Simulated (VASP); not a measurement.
Mg2ZnS3:

```
Mg Zn S
1.0
     4.02102    0.00000    0.00000
     0.00000    4.02102    0.00000
     0.00000    0.00000    8.78084
Mg Zn S
2 1 3
Cartesian
  0.0000 0.0000 6.1417
  0.0000 0.0000 2.6391
  2.0105 2.0105 4.3904
  0.0000 0.0000 0.0000
  2.0105 2.0105 2.7885
  2.0105 2.0105 5.9924
```

```yaml
Program: VASP 6.6.1
Task: relaxation of cell and atoms
Functional: PBE
Potentials_or_basis: VASP PAW PBE potentials, release 64 (Mg, Zn, S)
Cutoff: 600 eV
k_mesh: 4 × 4 × 2
Occupations: gaussian, width 0.1 eV
Spin: no spin polarisation
```

At the start: pressure 30.5 GPa; volume 23.66 Å³/atom.

Problem. Where does the relaxation end?

Solution. Over 26 steps the energy falls by 1990.5 meV/atom and the volume is 22.48 Å³/atom (-5.0 %); space group P4/mmm (No. 123, to 0.05 Å).

The path:
| step | energy change (eV) | largest force (eV/Å) | pressure (GPa) | volume (Å³) |
| --- | --- | --- | --- | --- |
| 1 | 0.0000 | 28.5011 | 30.53 | 141.97 |
| 2 | -0.9206 | 1.5954 | -8.30 | 229.41 |
| 3 | -1.7301 | 1.7207 | -8.42 | 222.13 |
| 4 | -2.4473 | 1.7964 | -8.55 | 215.64 |
| 5 | -6.0210 | 1.7872 | -9.81 | 179.71 |
| 6 | -8.4153 | 2.0808 | -9.81 | 161.07 |
| 7 | -9.6220 | 1.4566 | -7.39 | 151.58 |
| 8 | -9.9093 | 1.5003 | -4.63 | 146.79 |
| 9 | -9.9126 | 1.5087 | -4.02 | 146.02 |
| 10 | -9.9132 | 1.5064 | -4.21 | 146.24 |
| 11 | -10.3752 | 1.3992 | -2.41 | 135.86 |
| 12 | -10.7739 | 1.0430 | 2.53 | 120.26 |
| 13 | -10.7806 | 0.9018 | 4.41 | 116.51 |
| 14 | -10.9967 | 0.7071 | 2.97 | 116.66 |
| 15 | -11.0072 | 0.9931 | 2.84 | 116.63 |
| 16 | -11.2195 | 1.0582 | 0.73 | 122.41 |
| 17 | -11.5028 | 1.1227 | -2.92 | 137.73 |
| 18 | -11.6814 | 0.7782 | -1.42 | 137.24 |
| 19 | -11.7359 | 0.2803 | 0.40 | 136.81 |
| 20 | -11.8201 | 0.1639 | 0.43 | 137.28 |
| 21 | -11.8802 | 0.6764 | 0.57 | 138.29 |
| 22 | -11.8917 | 0.4472 | 0.55 | 138.03 |
| 23 | -11.9172 | 0.1312 | -1.63 | 139.63 |
| 24 | -11.9266 | 0.0395 | -0.99 | 139.05 |
| 25 | -11.9393 | 0.0183 | -0.49 | 136.67 |
| 26 | -11.9431 | 0.0352 | -0.08 | 134.87 |

Final structure:
```xyz
6
Lattice="3.5707 0.0000 0.0000 0.0000 3.5707 0.0000 0.0000 0.0000 10.5781" Properties=species:S:1:pos:R:3 pbc="T T T"
Mg    0.0000    0.0000    8.2759
Mg    0.0000    0.0000    2.3023
Zn    1.7853    1.7853    5.2891
S     0.0000    0.0000    0.0000
S     1.7853    1.7853    3.0886
S     1.7853    1.7853    7.4896
```

Caveat: the k points lie up to 0.44 Å⁻¹ apart in the final cell.
